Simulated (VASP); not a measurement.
Write the native input for VASP 6.6.1 that does the following.

* Task: single point
* Functional: RPBE
* Potentials or basis: VASP PAW PBE potentials, release 64 (Hf_pv, O)
* Cutoff: 520 eV
* k mesh: 5 × 6 × 5
* Occupations: fermi-dirac, width 0.05 eV
* Spin: no spin polarisation
* Dipole correction: no
* Further INCAR settings: ALGO = Normal; EDIFF = 1e-07; NBANDS = 56

The structure of HfO2 lies in POSCAR:

```
HfO2
1.0
    5.1489214240      0.0000000000      0.0000000000
    0.0000000000      4.9371234566      0.0000000000
    0.0000000000      0.0000000000      4.9646674546
Hf O
4 8
Direct
    0.9669940000      0.7325208200      0.7414403500
    0.5330060000      0.7325208200      0.2414403500
    0.4669940000      0.2674791800      0.7414403500
    0.0330060000      0.2674791800      0.2414403500
    0.6321274500      0.9286454000      0.8792672600
    0.8678725500      0.9286454000      0.3792672600
    0.2339485200      0.5398830500      0.4922923900
    0.2660514800      0.5398830500      0.9922923900
    0.7660514800      0.4601169500      0.9922923900
    0.7339485200      0.4601169500      0.4922923900
    0.1321274500      0.0713546000      0.8792672600
    0.3678725500      0.0713546000      0.3792672600
```

These files were run (other wordings do the same):

INCAR

```
PREC = Accurate
ENCUT = 520
EDIFF = 1E-7
ISMEAR = -1
SIGMA = 0.05
LREAL = F
LASPH = T
NELM = 60
ALGO = Normal
ISIF = 2
LWAVE = F
LCHARG = F
GGA = RP
NBANDS = 56
```

KPOINTS

```
regular mesh
0
Gamma
  5 6 5
```

Potentials or basis: VASP PAW PBE potentials, release 64 (Hf_pv, O).

Launch:

```console
$ cat potpaw_PBE.64/Hf_pv/POTCAR potpaw_PBE.64/O/POTCAR > POTCAR
$ mpirun -np 1 vasp_std > vasp.out
```

Results of the run:

```json
{
  "Pressure": "23.8 GPa",
  "Largest force": "0.256 eV/Å",
  "Band gap on the k mesh": "4.66 eV, indirect (least direct gap 4.85 eV)"
}
```

Caveat: the PAW data sets were made with another functional, which shifts forces and pressure a little; spin-orbit coupling is left out, which moves the levels of the heavy elements.

Run time: 4.6 min on 1 thread of Intel(R) Xeon(R) Platinum 8488C (Sapphire Rapids), on a shared host, peak memory 0.34 GiB.
